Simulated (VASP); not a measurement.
Here is a VASP 6.6.1 calculation.

Contents of POSCAR:

```
TaN
1.0
    2.1982663152      2.1982663152      0.0000000000
   -2.1982663152      2.1982663152      0.0000000000
    0.0000000000      0.0000000000      4.2646366515
Ta N
2 2
Direct
    0.5000000000      0.5000000000      0.0000000000
    0.0000000000      0.0000000000      0.5000000000
    0.0000000000      0.0000000000      0.0000000000
    0.5000000000      0.5000000000      0.5000000000
```

INCAR.step1

```
SYSTEM = TaN
ALGO = Normal ; EDIFF = 1E-4
ENCUT = 520 ; GGA = PE
ISMEAR = 0 ; LASPH = .TRUE.
LCHARG = .FALSE. ; LREAL = .FALSE.
LWAVE = .TRUE. ; NBANDS = 24
NELM = 60 ; PREC = Accurate
SIGMA = 0.1
```

The input INCAR.step2:

```
SYSTEM = TaN
ALGO = Normal ; EDIFF = 1E-6
ENCUT = 520 ; ISIF = 2
ISMEAR = 0 ; ISTART = 1
LASPH = .TRUE. ; LCHARG = .FALSE.
LMIXTAU = .TRUE. ; LREAL = .FALSE.
LWAVE = .FALSE. ; METAGGA = R2SCAN
NBANDS = 24 ; NELM = 60
PREC = Accurate ; SIGMA = 0.1
```

The input KPOINTS:

```
k-points
0
G
  16 16 12
  0 0 0
```

Potentials or basis: VASP PAW PBE potentials, release 64 (Ta_pv, N).

The run is started by

```bash
$ cat potpaw_PBE.64/Ta_pv/POTCAR potpaw_PBE.64/N/POTCAR > POTCAR
$ cp INCAR.step1 INCAR
$ mpirun -np 1 vasp_std > vasp.out
$ cp INCAR.step2 INCAR
$ mpirun -np 1 vasp_std > vasp.out
```

Estimate the pressure.

14.4 GPa.

Estimate the band gap on the k mesh.

zero (bands 16 and 17 overlap by 4.26 eV).

Stress tensor (GPa, compression positive):
```
 7.26  0.00  0.00
 0.00  7.26  0.00
 0.00  0.00 28.67
```

Caveat: the cell differs from its parent crystal (strain along c alone, the other axes held: -3.0 %); the stress differs along the axes, from 7 to 29 GPa; the PAW data sets were made with another functional, which shifts forces and pressure a little; spin-orbit coupling is left out, which moves the levels of the heavy elements.
